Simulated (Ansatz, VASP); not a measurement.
One calculation of Al, two programs

```
Al
1.0
     0.00000    1.76811    2.65216
     1.76811    0.00000    2.65216
     1.76811    1.76811    0.00000
Al
1
Direct
  0.00000 0.00000 0.00000
```

Alike in both runs: task single point; functional r2SCAN; k mesh 22 × 22 × 22; occupations gaussian, width 0.15 eV; no spin polarisation.

|  | VASP | Ansatz |
| --- | --- | --- |
| version | VASP 6.6.1 | Ansatz 0.2.0 |
| potentials or method | VASP PAW PBE potentials, release 64 (Al), cutoff 520 eV | scalar-relativistic, plane waves, PAW |
| valence electrons in the cell | 3 | 3 |

|  | VASP | Ansatz | Ansatz less VASP |
| --- | --- | --- | --- |
| gap on the k mesh at the Fermi level (eV) | none | none | - |
| pressure (GPa) | 9.9 | 10.1 | +0.27 |
| traceless stress, the component that is largest in VASP (GPa) | -24.38 | -24.49 | -0.107 |

VASP's potentials were made for PBE, not for r2SCAN. A gap of «none» marks a metal or a gap that the smearing closes.
